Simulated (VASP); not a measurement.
Wanted: the native input for a VASP 6.6.1 run.

```
Task                   : single point
Functional             : PBEsol
Potentials or basis    : VASP PAW PBE potentials, release 64 (Mo_sv, N)
Cutoff                 : 520 eV
k mesh                 : 12 × 12 × 18
Occupations            : gaussian, width 0.15 eV
Spin                   : no spin polarisation
Dipole correction      : no
Further INCAR settings : ALGO = Fast; EDIFF = 1e-06; NBANDS = 33
```

The structure of MoN2 lies in POSCAR:

```
MoN2
1.0
    4.2866467491      0.0053583084      0.0000000000
    0.0053583084      4.2866467491      0.0000000000
    0.0000000000      0.0000000000      2.7284347069
Mo N
2 4
Direct
    0.5000000000      0.5000000000      0.0000000000
    0.0000000000      0.0000000000      0.0000000000
    0.8872955619      0.3872955619      0.5000000000
    0.1127044381      0.6127044381      0.5000000000
    0.3872955619      0.1127044381      0.5000000000
    0.6127044381      0.8872955619      0.5000000000
```

This cell differs from its parent crystal: strain +0.0025 x Voigt [0, 0, 0, 0, 0, 1].

One way to write it, as run:

INCAR

```
SYSTEM = MoN2
PREC = Accurate ; ENCUT = 520
EDIFF = 1E-6 ; ISMEAR = 0
SIGMA = 0.15 ; LREAL = .FALSE.
LASPH = .TRUE. ; NELM = 60
ALGO = Fast ; ISIF = 2
LWAVE = .FALSE. ; LCHARG = .FALSE.
GGA = PS ; NBANDS = 33
```

KPOINTS

```
regular mesh
0
G
  12 12 18
  0 0 0
```

Potentials or basis: VASP PAW PBE potentials, release 64 (Mo_sv, N).

Command:

```bash
$ cat potpaw_PBE.64/Mo_sv/POTCAR potpaw_PBE.64/N/POTCAR > POTCAR
$ mpirun -np 1 vasp_std > vasp.out
```

Results of the run:

```json
{
 "Pressure": "0.8 GPa",
 "Largest force": "0.166 eV/Å",
 "Band gap on the k mesh": "zero (bands 24 and 25 overlap by 2.27 eV)"
}
```

Caveat: the cell differs from its parent crystal (strain +0.0025 x Voigt [0, 0, 0, 0, 0, 1]); the PAW data sets were made with another functional, which shifts forces and pressure a little.

Wall time 16 min on 1 thread of Oxide Virtual Turin-like Processor, with other jobs on the host, peak memory 0.55 GiB.
